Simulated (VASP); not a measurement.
# Pd (Fm-3m) in VASP: further runs

The runs below take Pd through single point, with r2SCAN.

Everything below comes from runs of VASP 6.6.1. Logs are shortened: lines on timing, memory, paths and dates and some standing lists are left out, and cuts for length are marked.

**1. The cell of the first run**

Symmetry: Fm-3m, No. 225, cubic system. The conventional cell has a = 3.828 Å, b = 3.828 Å, c = 3.828 Å, α = 90.00°, β = 90.00°, γ = 90.00°. Within 3.6 Å of Pd (site symmetry m-3m) lie 12 Pd at 2.71 Å.

**2. Single point, r2SCAN (volume scaled by 0.94)**

Input file POSCAR:

```
Pd
1.0
    0.0000000000      1.9138452607      1.9138452607
    1.9138452607      0.0000000000      1.9138452607
    1.9138452607      1.9138452607      0.0000000000
Pd
1
Direct
    0.0000000000      0.0000000000      0.0000000000
```

Input file INCAR.step1:

```
SYSTEM = Pd
ALGO = Normal
EDIFF = 1E-4
ENCUT = 520
GGA = PE
ISMEAR = 0
LASPH = .True.
LCHARG = .False.
LREAL = .False.
LWAVE = .True.
NBANDS = 11
NELM = 80
PREC = Accurate
SIGMA = 0.1
```

Input file INCAR.step2:

```
SYSTEM = Pd
ALGO = Normal
EDIFF = 1E-6
ENCUT = 520
ISIF = 2
ISMEAR = 0
ISTART = 1
LASPH = .True.
LCHARG = .True.
LELF = .True.
LMIXTAU = .True.
LREAL = .False.
LVHAR = .True.
LWAVE = .False.
METAGGA = R2SCAN
NBANDS = 11
NELM = 80
PREC = Accurate
SIGMA = 0.1
```

Input file KPOINTS:

```
k-points
0
Gamma
  18 18 18
  0 0 0
```

Potentials or basis: VASP PAW PBE potentials, release 64 (Pd).

Run with:

```console
$ cat potpaw_PBE.64/Pd/POTCAR > POTCAR
$ cp INCAR.step1 INCAR
$ mpirun -np 1 vasp_std > vasp.out
$ cp INCAR.step2 INCAR
$ mpirun -np 1 vasp_std > vasp.out
```

OUTCAR:

```text
SYSTEM = Pd
   EDIFF = 1E-6
   ENCUT = 520
   ISIF = 2
   ISMEAR = 0
   ISTART = 1
   LASPH = .True.
   LREAL = .False.
   METAGGA = R2SCAN
   NELM = 80
   PREC = Accurate

 ion  position               nearest neighbor table
   1  0.000  0.000  0.000-

  LATTYP: Found a face centered cubic cell.
 ALAT       =     3.8276905214

  Lattice vectors:

 A1 = (   0.0000000000,   1.9138452607,   1.9138452607)
 A2 = (   1.9138452607,   0.0000000000,   1.9138452607)
 A3 = (   1.9138452607,   1.9138452607,   0.0000000000)

Analysis of symmetry for initial positions (statically):
=====================================================================
 Subroutine PRICEL returns:
 Original cell was already a primitive cell.

 Routine SETGRP: Setting up the symmetry group for a
 face centered cubic supercell.

 Subroutine GETGRP returns: Found 48 space group operations
 (whereof 48 operations were pure point group operations)
 out of a pool of 48 trial point group operations.

The static configuration has the point symmetry O_h .

Analysis of symmetry for dynamics (positions and initial velocities):
=====================================================================
 Subroutine PRICEL returns:
 Original cell was already a primitive cell.

 Routine SETGRP: Setting up the symmetry group for a
 face centered cubic supercell.

 Subroutine GETGRP returns: Found 48 space group operations
 (whereof 48 operations were pure point group operations)
 out of a pool of 48 trial point group operations.

The dynamic configuration has the point symmetry O_h .

 Subroutine INISYM returns: Found 48 space group operations
 (whereof 48 operations are pure point group operations),
 and found     1 'primitive' translations

----------------------------------------------------------------------------------------

                                     Primitive cell

  volume of cell :      14.0201

  direct lattice vectors                    reciprocal lattice vectors
     0.000000000  1.913845261  1.913845261    -0.261254141  0.261254141  0.261254141
     1.913845261  0.000000000  1.913845261     0.261254141 -0.261254141  0.261254141
     1.913845261  1.913845261  0.000000000     0.261254141  0.261254141 -0.261254141

  length of vectors
     2.706585924  2.706585924  2.706585924     0.452505446  0.452505446  0.452505446

[... 77 lines left out ...]
   NELM   =     80;   NELMIN=  2; NELMDL=  0     # of ELM steps
   EDIFF  = 0.1E-05   stopping-criterion for ELM
   LREAL  =      F    real-space projection
   EDIFFG = 0.1E-04   stopping-criterion for IOM
   NSW    =      0    number of steps for IOM
   IBRION =     -1    ionic relax: 0-MD 1-quasi-New 2-CG
   NFREE  =      0    steps in history (QN), initial steepest desc. (CG)
   ISIF   =      2    stress and relaxation
   ISYM   =      2    0-nonsym 1-usesym 2-fastsym
   POTIM  = 0.5000    time-step for ionic-motion
   TEBEG  =    0.0;   TEEND  =   0.0 temperature during run
   PSTRESS=    0.0 pullay stress
   NELECT =      10.0000    total number of electrons
   NUPDOWN=      -1.0000    fix difference up-down
   EMIN   =  10.00;   EMAX   =-10.00  energy-range for DOS
   EFERMI =   0.00;   METHOD = LEGACY
   ISMEAR =     0;   SIGMA  =   0.10  broadening in eV -4-tet -1-fermi 0-gaus
   EFERMI_NEDOS =   21; number of points for ismear=-14 and -15
   IALGO  =     38    algorithm
   IMIX   =      4    mixing-type and parameters
     AMIX     =   0.40;   BMIX     =  1.00
     AMIX_MAG =   1.60;   BMIX_MAG =  1.00
  volume/ion in A,a.u.               =      14.02        94.61
  Fermi-wavevector in a.u.,A,eV,Ry     =   1.462709  2.764120 29.109915  2.139518
  Thomas-Fermi vector in A             =   2.578890
   LORBIT       =      0    0 simple, 1 ext, 2 COOP (PROOUT), +10 PAW based schemes
   METAGGA = R2SCAN    functional components
   LHFCALC =     F    Hartree Fock is set to
   AEXX    =    0.0000 exact exchange contribution
   IVDW    =     0    specifies the selected vdW correction
   LEPSILON=     F    determine dielectric tensor
   LRPA    =     F    only Hartree local field effects (RPA)
 non-spin polarized calculation
 Gauss-broadening in eV      SIGMA  =   0.10
  energy-cutoff  :      520.00
  volume of cell :       14.02
 maximum number of plane-waves:       388
   NGX =  9   NGY =  9   NGZ =  9

 number of electron      10.0000005 magnetization

 Free energy of the ion-electron system (eV)
  ---------------------------------------------------
  ext. energy  EPLUGINS =         0.00000000
  ---------------------------------------------------
  free energy    TOTEN  =       -22.91424897 eV

  energy without entropy =      -22.90400281  energy(sigma->0) =      -22.90912589

 E-fermi :  10.4941     XC(G=0): -14.5132

 val. band max:       10.4823115517   @ k =   0.4444   0.1667   0.0000
 cond. band min:      10.5037492039   @ k =  -0.4444   0.3889   0.1111
 fundamental gap:      0.0214376522
 Fermi energy:        10.4940970312

 k-point     1 :       0.0000    0.0000    0.0000
  band No.  band energies     occupation
      1       2.8789      2.00000
      2       7.3227      2.00000
      3       7.3227      2.00000
      4       7.3227      2.00000
      5       9.0783      2.00000
      6       9.0783      2.00000
      7      28.5358      0.00000
      8      32.7783      0.00000
      9      33.8363      0.00000
     10      33.8364      0.00000
     11      33.8364      0.00000
[... 309 lines left out ...]
 k-point    24 :      -0.2222    0.0556    0.0000
  band No.  band energies     occupation
      1       4.6651      2.00000
      2       7.1153      2.00000
      3       7.6762      2.00000
      4       7.7087      2.00000
      5       8.9561      2.00000
      6       9.5541      2.00000
      7      26.5994      0.00000
      8      29.7994      0.00000
      9      32.7866      0.00000
     10      34.3601      0.00000
     11      36.7803      0.00000

 [... further k-points ...]
[... 5 lines left out ...]
  --------------------------------------------------------------------------------------
  -------------------------------------------------------------------------------------
  Total        1.2803956      1.2803956      1.2803956      0.0000000      0.0000000     -0.0000000
  in kB      146.3201994    146.3201994    146.3201994      0.0000000      0.0000000     -0.0000000
  external PRESSURE =     146.3201994 kB  Pullay stress =       0.0000000 kB

 VOLUME and BASIS-vectors are now :
 -----------------------------------------------------------------------------
  energy-cutoff  :      520.00
  volume of cell :       14.02
      direct lattice vectors                 reciprocal lattice vectors
     0.000000000  1.913845261  1.913845261    -0.261254141  0.261254141  0.261254141
     1.913845261  0.000000000  1.913845261     0.261254141 -0.261254141  0.261254141
     1.913845261  1.913845261  0.000000000     0.261254141  0.261254141 -0.261254141

 POSITION                                       TOTAL-FORCE (eV/Angst)
 -----------------------------------------------------------------------------------
      0.00000      0.00000      0.00000         0.000000      0.000000      0.000000
 -----------------------------------------------------------------------------------
    total drift:                                0.000000      0.000000      0.000000

  FREE ENERGIE OF THE ION-ELECTRON SYSTEM (eV)
  ---------------------------------------------------
  free  energy   TOTEN  =       -22.9142489704 eV

  energy  without entropy=      -22.9040028144  energy(sigma->0) =      -22.90912589
```

OUTCAR.step1:

```text
SYSTEM = Pd
   EDIFF = 1E-4
   ENCUT = 520
   GGA = PE
   ISMEAR = 0
   LASPH = .True.
[... 553 lines left out ...]
 -----------------------------------------------------------------------------------
      0.00000      0.00000      0.00000        -0.000000      0.000000     -0.000000
 -----------------------------------------------------------------------------------
    total drift:                                0.000000      0.000000      0.000000

  FREE ENERGIE OF THE ION-ELECTRON SYSTEM (eV)
  ---------------------------------------------------
  free  energy   TOTEN  =        -5.1582392690 eV

  energy  without entropy=       -5.1473437348  energy(sigma->0) =       -5.15279150
```

OSZICAR.step1:

```text
N       E                     dE             d eps       ncg     rms          rms(c)
DAV:   1     0.430283327841E+02    0.43028E+02   -0.52255E+03  4322   0.863E+02
DAV:   2    -0.491365261852E+01   -0.47942E+02   -0.46507E+02  4809   0.186E+02
DAV:   3    -0.544484888108E+01   -0.53120E+00   -0.52903E+00  5179   0.210E+01
DAV:   4    -0.544701436282E+01   -0.21655E-02   -0.21651E-02  5239   0.139E+00
DAV:   5    -0.544703562763E+01   -0.21265E-04   -0.21264E-04  5611   0.127E-01    0.900E+00
DAV:   6    -0.517685859210E+01    0.27018E+00   -0.99273E-01  5334   0.826E+00    0.446E+00
DAV:   7    -0.516257512245E+01    0.14283E-01   -0.38611E-02  5757   0.134E+00    0.215E+00
DAV:   8    -0.515828143164E+01    0.42937E-02   -0.21211E-03  5413   0.433E-01    0.114E-01
DAV:   9    -0.515823926901E+01    0.42163E-04   -0.23086E-04  3955   0.130E-01
   1 F= -.51582393E+01 E0= -.51527915E+01  d E =-.108955E-01
```

Wall time 1.7 min (1 thread of Intel Xeon Platinum 8488C (Sapphire Rapids), shared host); peak memory 0.15 GiB.

Results:

* Free energy: -22.9142 eV
* Pressure: 14.6 GPa
* Band gap on the k mesh: zero (band 5 reaches 10.84 eV, above the bottom of band 6 at 9.01 eV)

Levels at points of the mesh, in eV from the Fermi level:
| k point | band 1 | band 2 | band 3 | band 4 | band 5 | band 6 | band 7 | band 8 | band 9 | band 10 |
| --- | --- | --- | --- | --- | --- | --- | --- | --- | --- | --- |
| (0.00, 0.00, 0.00) | -7.62 | -3.17 | -3.17 | -3.17 | -1.42 | -1.42 | 18.04 | 22.28 | 23.34 | 23.34 |
| (0.50, 0.00, 0.00) | -5.86 | -3.25 | -3.25 | -0.03 | -0.03 | 1.17 | 8.15 | 17.45 | 22.30 | 22.66 |
| (0.50, 0.50, 0.00) | -6.01 | -5.72 | -0.10 | 0.34 | 0.34 | 3.66 | 11.87 | 14.23 | 14.23 | 22.03 |

Caveat: the cell differs from its parent crystal (volume scaled by 0.94); the PAW data sets were made with another functional, which shifts forces and pressure a little.

**3. Single point, r2SCAN (volume scaled by 0.97)**

Input file POSCAR:

```
Pd
1.0
    0.0000000000      1.9339924809      1.9339924809
    1.9339924809      0.0000000000      1.9339924809
    1.9339924809      1.9339924809      0.0000000000
Pd
1
Direct
    0.0000000000      0.0000000000      0.0000000000
```

Input file INCAR.step1:

```
PREC = Accurate
ENCUT = 520
ISMEAR = 0
SIGMA = 0.1
LREAL = False
LASPH = True
NELM = 80
NBANDS = 11
GGA = PE
ALGO = Normal
EDIFF = 1E-4
LWAVE = True
LCHARG = False
```

Input file INCAR.step2:

```
PREC = Accurate
ENCUT = 520
EDIFF = 1E-6
ISMEAR = 0
SIGMA = 0.1
LREAL = False
LASPH = True
NELM = 80
ALGO = Normal
ISIF = 2
LWAVE = False
LCHARG = False
METAGGA = R2SCAN
LMIXTAU = True
NBANDS = 11
ISTART = 1
```

Input file KPOINTS:

```
Automatic mesh
0
Gamma
  18 18 18
```

Potentials or basis: VASP PAW PBE potentials, release 64 (Pd).

Run with:

```console
$ cat potpaw_PBE.64/Pd/POTCAR > POTCAR
$ cp INCAR.step1 INCAR
$ mpirun -np 1 vasp_std > vasp.out
$ cp INCAR.step2 INCAR
$ mpirun -np 1 vasp_std > vasp.out
```

It took 96 s on 1 thread of Intel Xeon Platinum 8488C (Sapphire Rapids), shared host; peak memory 0.15 GiB.

Results (log left out):

- Free energy: -22.9443 eV
- Pressure: 7.0 GPa
- Band gap on the k mesh: zero (band 5 reaches 10.26 eV, above the bottom of band 6 at 8.53 eV)

Levels at points of the mesh, in eV from the Fermi level:
```tsv
k point	band 1	band 2	band 3	band 4	band 5	band 6	band 7	band 8	band 9	band 10
(0.00, 0.00, 0.00)	-7.35	-3.01	-3.01	-3.01	-1.35	-1.35	18.04	22.39	23.14	23.14
(0.50, 0.00, 0.00)	-5.59	-3.09	-3.09	-0.04	-0.04	1.24	7.88	17.44	22.34	22.34
(0.50, 0.50, 0.00)	-5.72	-5.43	-0.10	0.32	0.32	3.66	11.52	14.05	14.05	22.01
```

Caveat: the cell differs from its parent crystal (volume scaled by 0.97); the PAW data sets were made with another functional, which shifts forces and pressure a little.

**4. Single point, r2SCAN**

This run uses another cell than the first one, of 14.91 Å³/atom, 1.064 times its volume.

Input file POSCAR:

```
Pd
1.0
    0.0000000000      1.9537284611      1.9537284611
    1.9537284611      0.0000000000      1.9537284611
    1.9537284611      1.9537284611      0.0000000000
Pd
1
Direct
    0.0000000000      0.0000000000      0.0000000000
```

Input file INCAR.step1:

```
PREC = Accurate
ENCUT = 520
ISMEAR = 0
SIGMA = 0.1
LREAL = F
LASPH = T
NELM = 80
NBANDS = 11
GGA = PE
ALGO = Normal
EDIFF = 1E-4
LWAVE = T
LCHARG = F
```

Input file INCAR.step2:

```
PREC = Accurate
ENCUT = 520
EDIFF = 1E-6
ISMEAR = 0
SIGMA = 0.1
LREAL = F
LASPH = T
NELM = 80
ALGO = Normal
ISIF = 2
LWAVE = F
LCHARG = F
METAGGA = R2SCAN
LMIXTAU = T
NBANDS = 11
ISTART = 1
```

KPOINTS is that of step 3.

Run with:

```console
$ cat potpaw_PBE.64/Pd/POTCAR > POTCAR
$ cp INCAR.step1 INCAR
$ mpirun -np 1 vasp_std > vasp.out
$ cp INCAR.step2 INCAR
$ mpirun -np 1 vasp_std > vasp.out
```

It took 1.8 min on 1 thread of Intel Xeon Platinum 8488C (Sapphire Rapids), shared host; peak memory 0.16 GiB.

Results (log left out):

```yaml
Free_energy: -22.9549 eV
Pressure: 0.7 GPa
Band_gap_on_the_k_mesh: zero (band 5 reaches 9.73 eV, above the bottom of band 6 at 8.08 eV)
```

Levels at points of the mesh, in eV from the Fermi level:
| k point | band 2 | band 3 | band 4 | band 5 | band 6 | band 7 | band 8 | band 9 |
| --- | --- | --- | --- | --- | --- | --- | --- | --- |
| (0.00, 0.00, 0.00) | -2.86 | -2.86 | -2.86 | -1.28 | -1.28 | 18.02 | 22.49 | 22.94 |
| (0.50, 0.00, 0.00) | -2.94 | -2.94 | -0.04 | -0.04 | 1.31 | 7.62 | 17.41 | 22.02 |
| (0.50, 0.50, 0.00) | -5.17 | -0.10 | 0.30 | 0.30 | 3.66 | 11.19 | 13.87 | 13.87 |

Caveat: the PAW data sets were made with another functional, which shifts forces and pressure a little.

**5. Single point, r2SCAN**

This run uses another cell than the first one, of 14.91 Å³/atom, 1.064 times its volume.

POSCAR is that of step 4.

Input file INCAR.step1:

```
SYSTEM = Pd
PREC = Accurate ; ENCUT = 520
ISMEAR = 0 ; SIGMA = 0.1
LREAL = .False. ; LASPH = .True.
NELM = 60 ; NBANDS = 11
GGA = PE ; ALGO = Normal
EDIFF = 1E-4 ; LWAVE = .True.
LCHARG = .False.
```

Input file INCAR.step2:

```
SYSTEM = Pd
PREC = Accurate ; ENCUT = 520
EDIFF = 1E-6 ; ISMEAR = 0
SIGMA = 0.1 ; LREAL = .False.
LASPH = .True. ; NELM = 60
ALGO = Normal ; ISIF = 2
LWAVE = .False. ; LCHARG = .False.
METAGGA = R2SCAN ; LMIXTAU = .True.
NBANDS = 11 ; ISTART = 1
```

Input file KPOINTS:

```
regular mesh
0
Gamma
  18 18 18
  0 0 0
```

Run with:

```console
$ cat potpaw_PBE.64/Pd/POTCAR > POTCAR
$ cp INCAR.step1 INCAR
$ mpirun -np 1 vasp_std > vasp.out
$ cp INCAR.step2 INCAR
$ mpirun -np 1 vasp_std > vasp.out
```

It took 1.9 min on 1 thread of Intel Xeon Platinum 8488C (Sapphire Rapids), shared host; peak memory 0.16 GiB.

Results (log left out):

```yaml
Free_energy: -22.9549 eV
Pressure: 0.7 GPa
Band_gap_on_the_k_mesh: zero (band 5 reaches 9.73 eV, above the bottom of band 6 at 8.08 eV)
```

Levels at points of the mesh, in eV from the Fermi level:
```
           k point  band 2  band 3  band 4  band 5  band 6  band 7  band 8  band 9
(0.00, 0.00, 0.00)   -2.86   -2.86   -2.86   -1.28   -1.28   18.02   22.49   22.94
(0.50, 0.00, 0.00)   -2.94   -2.94   -0.04   -0.04    1.31    7.62   17.41   22.02
(0.50, 0.50, 0.00)   -5.17   -0.10    0.30    0.30    3.66   11.19   13.87   13.87
```

Caveat: the PAW data sets were made with another functional, which shifts forces and pressure a little.

**6. The runs side by side**

```csv
cell,gap on the mesh (eV),pressure (GPa)
"a = 2.707 Å, angles 60.0°, 1 atom",none,14.6
"a = 2.735 Å, angles 60.0°, 1 atom",none,7.0
"a = 2.763 Å, angles 60.0°, 1 atom",none,0.7
```

Alike in all rows: task single point; level r2SCAN; potentials or basis VASP PAW PBE potentials, release 64 (Pd); no spin polarisation; k mesh 18 × 18 × 18; cutoff (eV) 520; smearing gaussian 0.1 eV.

Caveats: the PAW data sets were made with another functional, which shifts forces and pressure a little.

Absolute energies hang on the potentials; compare differences alone.
